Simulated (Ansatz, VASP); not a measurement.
**One calculation of Rh, two programs**

File INCAR:

```
SYSTEM = Rh
  PREC = Accurate
  ENCUT = 520
  EDIFF = 1E-6
  ISMEAR = -1
  SIGMA = 0.05
  LREAL = .False.
  LASPH = .True.
  NELM = 150
  ALGO = Normal
  ISIF = 2
  LWAVE = .False.
  LCHARG = .False.
  ISPIN = 2
  MAGMOM = 1
  LORBIT = 11
  LMAXMIX = 4
  GGA = RP
  NBANDS = 18
```

KPOINTS

```
regular mesh
0
Gamma
  23 23 23
  0 0 0
```

Contents of POSCAR:

```
Rh
1.0
    0.0000000000      1.9770928245      1.9770928245
    1.9770928245      0.0000000000      1.9770928245
    1.9770928245      1.9770928245      0.0000000000
Rh
1
Direct
    0.0000000000      0.0000000000      0.0000000000
```

Input for Ansatz:

```yaml
crystal:
  lattice:
    - [0.0, 1.9770928251, 1.9770928251]
    - [1.9770928251, 0.0, 1.9770928251]
    - [1.9770928251, 1.9770928251, 0.0]
  atoms:
    - { symbol: Rh, position: [0.0, 0.0, 0.0], spin: 1.0 }
hamiltonian:
  xc: rpbe
  pseudopotentials:
    kind: paw
    azcp:
      Rh: "pseudopotentials/Rh.paw.azcp"
basis:
  ecutwfc: 420
  fft_grid_basis: typed
kpoints:
  mp_grid: { grid: [23, 23, 23], shift: [0, 0, 0] }
magnetization:
  spin_polarized: true
scf:
  occupations: { method: fermi_dirac, width: 0.05 }
output:
  stress: true
```

Alike in both runs: task single point; functional RPBE; k mesh 23 × 23 × 23; occupations fermi-dirac, width 0.05 eV; collinear spin.

```csv
,VASP,Ansatz
version,VASP 6.6.1,Ansatz 0.2.0
potentials or method,"VASP PAW PBE potentials, release 64 (Rh_pv), cutoff 520 eV","plane waves (420 eV) with PAW, scalar-relativistic"
valence electrons in the cell,15,17
```

```tsv
	VASP	Ansatz	Ansatz less VASP
pressure (GPa)	-14.8	-14.9	-0.12
net moment per atom (μB)	0.00	0.00	0.000
```

VASP's potentials were made for PBE, not for RPBE. VASP's potentials hold 15 valence electrons a cell and Ansatz's 17, so a difference there can come from the potentials and not from the codes. Ansatz's warnings: seeded moment not kept.
